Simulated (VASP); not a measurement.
# CuO (Cccm) in VASP: further runs

The runs below take CuO through relaxation of cell and atoms, single point, with revPBE, PBEsol, r2SCAN, LDA+U.

Program: VASP 6.6.1. These are calculated values, not measurements. Logs are shortened: lines on timing, memory, paths and dates and some standing lists are left out, and cuts for length are marked.

## Step 1: The cell of the first run

Symmetry: Cccm, No. 66, orthorhombic system. The conventional cell has a = 3.982 Å, b = 4.307 Å, c = 5.156 Å, α = 90.00°, β = 90.00°, γ = 90.00°. Within 2.6 Å of Cu (site symmetry 2/m) lie 4 O at 1.95 Å. Within 2.6 Å of O (site symmetry 222) lie 4 Cu at 1.95 Å and 2 O at 2.58 Å.

## Step 2: Relaxation of cell and atoms, revPBE

INCAR

```
  ALGO = Normal
  EDIFF = 1E-6
  EDIFFG = -0.01
  ENCUT = 600
  GGA = RE
  IBRION = 2
  ISIF = 3
  ISMEAR = -1
  LASPH = True
  LCHARG = False
  LREAL = False
  LWAVE = False
  NELM = 100
  NSW = 60
  PREC = Accurate
  SIGMA = 0.05
```

KPOINTS

```
k-points
0
Gamma
  9 9 5
```

POSCAR

```
CuO
1.0
    1.9909680000     -2.1535500000      0.0000000000
    1.9909680000      2.1535500000      0.0000000000
    0.0000000000      0.0000000000      5.1559280000
Cu O
2 2
Direct
    0.5000000000      0.0000000000      0.0000000000
    0.0000000000      0.5000000000      0.5000000000
    0.5000000000      0.5000000000      0.2500000000
    0.5000000000      0.5000000000      0.7500000000
```

Potentials or basis: VASP PAW PBE potentials, release 64 (Cu, O).

On the command line:

```sh
cat potpaw_PBE.64/Cu/POTCAR potpaw_PBE.64/O/POTCAR > POTCAR
mpirun -np 1 vasp_std > vasp.out
```

OUTCAR:

```text
EDIFF = 1E-6
   EDIFFG = -0.01
   ENCUT = 600
   GGA = RE
   IBRION = 2
   ISIF = 3
   ISMEAR = -1
   LASPH = True
   LREAL = False
   NELM = 100
   NSW = 60
   PREC = Accurate

 ion  position               nearest neighbor table
   1  0.500  0.000  0.000-   3 1.95   4 1.95   3 1.95   4 1.95
   2  0.000  0.500  0.500-   3 1.95   4 1.95   3 1.95   4 1.95
   3  0.500  0.500  0.250-   1 1.95   2 1.95   1 1.95   2 1.95
   4  0.500  0.500  0.750-   1 1.95   2 1.95   1 1.95   2 1.95

  LATTYP: Found a base centered orthorhombic cell.
 ALAT       =     3.9819360000
 B/A-ratio  =     1.0816597755
 C/A-ratio  =     1.2948294498

  Lattice vectors:

 A1 = (   1.9909680000,  -2.1535500000,   0.0000000000)
 A2 = (   1.9909680000,   2.1535500000,   0.0000000000)
 A3 = (   0.0000000000,   0.0000000000,   5.1559280000)

Analysis of symmetry for initial positions (statically):
=====================================================================
 Subroutine PRICEL returns:
 Original cell was already a primitive cell.

 Routine SETGRP: Setting up the symmetry group for a
 base centered orthorhombic supercell.

 Subroutine GETGRP returns: Found  8 space group operations
 (whereof  4 operations were pure point group operations)
 out of a pool of  8 trial point group operations.

The static configuration has the point symmetry C_2h.
 The point group associated with its full space group is D_2h.

Analysis of symmetry for dynamics (positions and initial velocities):
=====================================================================
 Subroutine PRICEL returns:
 Original cell was already a primitive cell.

 Routine SETGRP: Setting up the symmetry group for a
 base centered orthorhombic supercell.

 Subroutine GETGRP returns: Found  8 space group operations
 (whereof  4 operations were pure point group operations)
 out of a pool of  8 trial point group operations.

The dynamic configuration has the point symmetry C_2h.
 The point group associated with its full space group is D_2h.

 Subroutine INISYM returns: Found  8 space group operations
 (whereof  4 operations are pure point group operations),
 and found     1 'primitive' translations

----------------------------------------------------------------------------------------

                                     Primitive cell

  volume of cell :      44.2136

  direct lattice vectors                    reciprocal lattice vectors
     1.990968000 -2.153550000  0.000000000     0.251134122 -0.232174781  0.000000000
     1.990968000  2.153550000  0.000000000     0.251134122  0.232174781  0.000000000
     0.000000000  0.000000000  5.155928000     0.000000000  0.000000000  0.193951506

  length of vectors
     2.932870809  2.932870809  5.155928000     0.342013854  0.342013854  0.193951506

  position of ions in fractional coordinates (direct lattice)
     0.500000000  0.000000000  0.000000000
     0.000000000  0.500000000  0.500000000
     0.500000000  0.500000000  0.250000000
     0.500000000  0.500000000  0.750000000

  ion indices of the primitive-cell ions
   primitive index   ion index
                 1           1
                 2           2
                 3           3
                 4           4

----------------------------------------------------------------------------------------

 KPOINTS: k-points

Automatic generation of k-mesh.
 Grid dimensions read from file:
 generate k-points for:    9    9    5

 Generating k-lattice:

  Cartesian coordinates                     Fractional coordinates (reciprocal lattice)
     0.027903791 -0.025797198  0.000000000     0.111111111  0.000000000  0.000000000
     0.027903791  0.025797198  0.000000000     0.000000000  0.111111111  0.000000000
     0.000000000  0.000000000  0.038790301     0.000000000  0.000000000  0.200000000

  Length of vectors
     0.038001539  0.038001539  0.038790301

  Shift w.r.t. Gamma in fractional coordinates (k-lattice)
     0.000000000  0.000000000  0.000000000

 Subroutine IBZKPT returns following result:
 ===========================================

 Found     75 irreducible k-points:

 Following reciprocal coordinates:
            Coordinates               Weight
  0.000000  0.000000  0.000000      1.000000
  0.111111  0.000000  0.000000      4.000000
  0.222222  0.000000  0.000000      4.000000
  0.333333  0.000000  0.000000      4.000000
  0.444444  0.000000  0.000000      4.000000
  0.111111  0.111111  0.000000      2.000000
[... 16 lines left out ...]
 -0.333333  0.333333  0.000000      2.000000
  0.444444  0.444444  0.000000      2.000000
 [... further k-points ...]
   k-points           NKPTS =     75   k-points in BZ     NKDIM =     75   number of bands    NBANDS=     21
   number of dos      NEDOS =    301   number of ions     NIONS =      4
   total plane-waves  NPLWV =  24192
   dimension x,y,z NGX =    24 NGY =   24 NGZ =   42
   dimension x,y,z NGXF=    48 NGYF=   48 NGZF=   84
   ions per type =               2   2
   NGX,Y,Z   is equivalent  to a cutoff of  13.60, 13.60, 13.54 a.u.
   NGXF,Y,Z  is equivalent  to a cutoff of  27.21, 27.21, 27.08 a.u.
 SYSTEM =  unknown system
   PREC   = accura    normal or accurate (medium, high low for compatibility)
   ISTART =      0    job   : 0-new  1-cont  2-samecut
   ICHARG =      2    charge: 1-file 2-atom 10-const
   ISPIN  =      1    spin polarized calculation?
   LNONCOLLINEAR =      F non collinear calculations
   LSORBIT =      F    spin-orbit coupling
   LASPH  =      T    aspherical Exc in radial PAW
   ENCUT  =  600.0 eV  44.10 Ry    6.64 a.u.   5.86  5.86 10.30*2*pi/ulx,y,z
   NELM   =    100;   NELMIN=  2; NELMDL= -5     # of ELM steps
   EDIFF  = 0.1E-05   stopping-criterion for ELM
   LREAL  =      F    real-space projection
   EDIFFG = -.1E-01   stopping-criterion for IOM
   NSW    =     60    number of steps for IOM
   IBRION =      2    ionic relax: 0-MD 1-quasi-New 2-CG
   NFREE  =      1    steps in history (QN), initial steepest desc. (CG)
   ISIF   =      3    stress and relaxation
   ISYM   =      2    0-nonsym 1-usesym 2-fastsym
   POTIM  = 0.5000    time-step for ionic-motion
   TEBEG  =    0.0;   TEEND  =   0.0 temperature during run
   PSTRESS=    0.0 pullay stress
   NELECT =      34.0000    total number of electrons
   NUPDOWN=      -1.0000    fix difference up-down
   EMIN   =  10.00;   EMAX   =-10.00  energy-range for DOS
   EFERMI =   0.00;   METHOD = LEGACY
   ISMEAR =    -1;   SIGMA  =   0.05  broadening in eV -4-tet -1-fermi 0-gaus
   EFERMI_NEDOS =   21; number of points for ismear=-14 and -15
   IALGO  =     38    algorithm
   IMIX   =      4    mixing-type and parameters
     AMIX     =   0.40;   BMIX     =  1.00
     AMIX_MAG =   1.60;   BMIX_MAG =  1.00
  volume/ion in A,a.u.               =      11.05        74.59
  Fermi-wavevector in a.u.,A,eV,Ry     =   1.499854  2.834314 30.607167  2.249563
  Thomas-Fermi vector in A             =   2.611430
   LORBIT       =      0    0 simple, 1 ext, 2 COOP (PROOUT), +10 PAW based schemes
   GGA     = RE    functional components
   LHFCALC =     F    Hartree Fock is set to
   AEXX    =    0.0000 exact exchange contribution
   IVDW    =     0    specifies the selected vdW correction
   LEPSILON=     F    determine dielectric tensor
   LRPA    =     F    only Hartree local field effects (RPA)
 conjugate gradient relaxation of ions
 non-spin polarized calculation
  energy-cutoff  :      600.00
  volume of cell :       44.21
 maximum number of plane-waves:      1492
   NGX = 11   NGY = 11   NGZ = 21

--------------------------------------- Ionic step        1  -------------------------------------------

 number of electron      33.9999991 magnetization

 Free energy of the ion-electron system (eV)
  ---------------------------------------------------
  ext. energy  EPLUGINS =         0.00000000
  ---------------------------------------------------
  free energy    TOTEN  =       -18.26496356 eV

  energy without entropy =      -18.24544153  energy(sigma->0) =      -18.25520255

------------------------ aborting loop because EDIFF is reached ----------------------------------------

  FORCE on cell =-STRESS in cart. coord.  units (eV):
  Direction    XX          YY          ZZ          XY          YZ          ZX
  --------------------------------------------------------------------------------------
  -------------------------------------------------------------------------------------
  Total        1.5947483      1.4169912      1.7615789      0.0000000      0.0000000      0.0000000
  in kB       57.7891950     51.3477776     63.8346692      0.0000000      0.0000000      0.0000000
  external PRESSURE =      57.6572139 kB  Pullay stress =       0.0000000 kB
[... 23 lines left out ...]
  energy  without entropy=      -18.2454415328  energy(sigma->0) =      -18.25520255

--------------------------------------- Ionic step        2  -------------------------------------------

 number of electron      34.0000031 magnetization

 E-fermi :   4.3114     XC(G=0): -10.8478

 val. band max:        4.3087423713   @ k =   0.2222   0.1111   0.0000
 cond. band min:       4.3156688642   @ k =   0.1111   0.1111   0.4000
 fundamental gap:      0.0069264929
 Fermi energy:         4.3113735037

 k-point     1 :       0.0000    0.0000    0.0000
  band No.  band energies     occupation
      1     -15.0156      2.00000
      2     -13.8863      2.00000
      3      -3.1791      2.00000
      4      -0.7227      2.00000
      5      -0.5783      2.00000
      6       0.9504      2.00000
[... 636 lines left out ...]
  FREE ENERGIE OF THE ION-ELECTRON SYSTEM (eV)
  ---------------------------------------------------
  free  energy   TOTEN  =       -18.2942079857 eV

  energy  without entropy=      -18.2743072115  energy(sigma->0) =      -18.28425760

[... ionic steps 4 to 11 ...]

--------------------------------------- Ionic step       12  -------------------------------------------

 number of electron      34.0000039 magnetization

------------------------ aborting loop because EDIFF is reached ----------------------------------------

  FORCE on cell =-STRESS in cart. coord.  units (eV):
  Direction    XX          YY          ZZ          XY          YZ          ZX
  --------------------------------------------------------------------------------------
  -------------------------------------------------------------------------------------
  Total       -0.1142624     -0.1043099     -0.0376157      0.0000000      0.0000000      0.0000000
  in kB       -3.9543609     -3.6099266     -1.3017933      0.0000000      0.0000000      0.0000000
  external PRESSURE =      -2.9553603 kB  Pullay stress =       0.0000000 kB
[... 61 lines left out ...]
  energy  without entropy=      -18.2832902320  energy(sigma->0) =      -18.29302737

--------------------------------------- Ionic step       14  -------------------------------------------

 number of electron      34.0000039 magnetization

 Free energy of the ion-electron system (eV)
  ---------------------------------------------------
  ext. energy  EPLUGINS =         0.00000000
  ---------------------------------------------------
  free energy    TOTEN  =       -18.30284401 eV

  energy without entropy =      -18.28334492  energy(sigma->0) =      -18.29309447

 E-fermi :   4.5004     XC(G=0): -10.9142

 val. band max:        4.4715725400   @ k =   0.1111   0.1111   0.4000
 cond. band min:       4.5205004805   @ k =   0.4444   0.0000   0.2000
 fundamental gap:      0.0489279406
 Fermi energy:         4.5003884119

 k-point     1 :       0.0000    0.0000    0.0000
  band No.  band energies     occupation
      1     -15.0004      2.00000
      2     -13.7871      2.00000
      3      -3.1639      2.00000
      4      -0.6382      2.00000
      5      -0.6355      2.00000
      6       1.0219      2.00000
[... 598 lines left out ...]
  FREE ENERGIE OF THE ION-ELECTRON SYSTEM (eV)
  ---------------------------------------------------
  free  energy   TOTEN  =       -18.3028440100 eV

  energy  without entropy=      -18.2833449227  energy(sigma->0) =      -18.29309447

 reached required accuracy - stopping structural energy minimisation
```

Wall time 5.7 min (1 thread of Intel Xeon Platinum 8488C (Sapphire Rapids), shared host); peak memory 0.21 GiB.

What came out:

* Free energy: -18.3028 eV
* Relaxed volume: 11.55 Å³/atom
* Relaxed cell: a = 2.983 Å, b = 2.983 Å, c = 5.191 Å, α = 90.00°, β = 90.00°, γ = 90.07°
* Space group after relaxing (to 0.1 Å): P4_2/mmc (No. 131)
* Energy gained by relaxing: 9.5 meV/atom
* Ionic steps: 14
* Pressure after relaxing: 0.0 GPa
* Band gap on the k mesh: zero (bands 17 and 18 overlap by 0.90 eV)

The path:
```tsv
step	energy change (eV)	largest force (eV/Å)	pressure (GPa)	volume (Å³)
1	0.0000	0.0000	5.77	44.21
2	-0.0215	0.0000	-2.59	46.81
3	-0.0292	0.0000	0.06	45.89
4	-0.0310	0.0000	0.09	45.97
5	-0.0326	0.0000	0.05	46.14
6	-0.0336	0.0000	-0.31	46.22
7	-0.0348	0.0000	-0.69	46.35
8	-0.0354	0.0000	-1.13	46.60
9	-0.0358	0.0000	-1.19	46.57
10	-0.0367	0.0000	-0.75	46.49
11	-0.0377	0.0000	-0.12	46.31
12	-0.0377	0.0000	-0.30	46.30
13	-0.0378	0.0000	-0.32	46.26
14	-0.0379	0.0000	0.00	46.19
```

Final structure:
```yaml
crystal:
  lattice:
    - [2.10805, -2.11069, 0.00000]
    - [2.10805, 2.11069, 0.00000]
    - [0.00000, 0.00000, 5.19056]
  atoms:
    - { symbol: Cu, position: [0.50000, 0.00000, 0.00000] }
    - { symbol: Cu, position: [0.00000, 0.50000, 0.50000] }
    - { symbol: O, position: [0.50000, 0.50000, 0.25000] }
    - { symbol: O, position: [0.50000, 0.50000, 0.75000] }
```

Caveat: the PAW data sets were made with another functional, which shifts forces and pressure a little; semilocal functionals often make such compounds metallic where correlation or magnetic order opens a gap, which also shifts bond lengths. With open d or f shells a metallic result of revPBE can be an artefact of self-interaction; +U or a hybrid may open a gap.

(Continued in part 2 of 2.)

The gap in the log of VASP goes by the Fermi energy; the results here count the filled bands.